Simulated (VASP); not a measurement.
CuI, 2 atoms in the cell. The structure is cubic, space group Fm-3m (No. 225). Conventional cell: a = 5.724 Å, b = 5.724 Å, c = 5.724 Å, α = 90.00°, β = 90.00°, γ = 90.00°. Within 3.8 Å of Cu (site symmetry m-3m) lie 6 I at 2.86 Å. Within 3.8 Å of I (site symmetry m-3m) lie 6 Cu at 2.86 Å. 

- Program: VASP 6.6.1
- Task: single point
- Functional: BLYP
- Potentials or basis: VASP PAW PBE potentials, release 64 (Cu, I)
- Cutoff: 520 eV
- k mesh: 4 × 4 × 4
- Occupations: fermi-dirac, width 0.051704 eV
- Spin: no spin polarisation
- Dipole correction: no
- Charge: 1
- Further INCAR settings: ALGO = Normal; EDIFF = 1e-06; NBANDS = 16; NELECT = 17.0

Potentials or basis: VASP PAW PBE potentials, release 64 (Cu, I).

Command:

```sh
$ cat potpaw_PBE.64/Cu/POTCAR potpaw_PBE.64/I/POTCAR > POTCAR
$ mpirun -np 1 vasp_std > vasp.out
```

Hardware: 1 thread of Intel Xeon 6975P-C, on a shared host.

Task: Estimate the wall time of this run.

Result: It took 40 s on 1 thread of Intel Xeon 6975P-C, with other jobs on the host, peak memory 0.16 GiB. Counts: scf iterations 16, k points 8.
